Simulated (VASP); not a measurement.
Crystal: Sn.

```
Sn
1.0
    -1.72654    1.77555    2.33834
     1.72654   -1.77555    2.33834
     1.72654    1.77555   -2.33834
Sn
1
Cartesian
  0.0000 0.0000 0.0000
```

```yaml
Program: VASP 6.6.1
Task: relaxation of cell and atoms
Functional: RPBE
Potentials_or_basis: VASP PAW PBE potentials, release 64 (Sn_d)
Cutoff: 600 eV
k_mesh: 11 × 11 × 11
Occupations: fermi-dirac, width 0.05 eV
Spin: no spin polarisation
```

At the start: pressure 0.4 GPa; volume 28.67 Å³/atom.

Where does the relaxation end?

Over 29 steps the energy falls by 3.3 meV/atom and the volume is 28.89 Å³/atom (+0.7 %); space group Immm (No. 71, to 0.1 Å) before, I4/mmm (No. 139, to 0.1 Å).

Step by step:
```tsv
step	energy change (eV)	largest force (eV/Å)	pressure (GPa)	volume (Å³)
1	0.0000	0.0000	0.37	28.67
2	-0.0022	0.0000	-0.12	28.94
3	-0.0025	0.0000	-0.57	29.18
4	-0.0026	0.0000	-0.40	29.10
5	-0.0031	0.0000	0.13	28.86
6	-0.0031	0.0000	-0.01	28.88
7	-0.0031	0.0000	-0.03	28.88
8	-0.0031	0.0000	-0.02	28.87
9	-0.0031	0.0000	-0.01	28.86
10	-0.0032	0.0000	-0.01	28.85
11	-0.0033	0.0000	0.02	28.82
12	-0.0033	0.0000	0.08	28.82
13	-0.0033	0.0000	0.00	28.91
14	-0.0033	0.0000	-0.07	28.93
15	-0.0033	0.0000	-0.07	28.92
16	-0.0033	0.0000	-0.05	28.91
17	-0.0033	0.0000	0.06	28.85
18	-0.0033	0.0000	0.01	28.87
19	-0.0033	0.0000	0.02	28.88
20	-0.0033	0.0000	-0.02	28.90
21	-0.0033	0.0000	-0.02	28.89
22	-0.0033	0.0000	-0.02	28.88
23	-0.0033	0.0000	0.03	28.88
24	-0.0033	0.0000	-0.03	28.90
25	-0.0033	0.0000	-0.01	28.89
26	-0.0033	0.0000	-0.06	28.89
27	-0.0033	0.0000	0.03	28.88
28	-0.0033	0.0000	0.04	28.88
29	-0.0033	0.0000	0.01	28.89
```

Final structure:
```
Sn
1.0
    -1.74111    1.74093    2.38243
     1.74111   -1.74093    2.38243
     1.74111    1.74093   -2.38243
Sn
1
Direct
  0.00000 0.00000 0.00000
```

Caveat: the PAW data sets were made with another functional, which shifts forces and pressure a little.
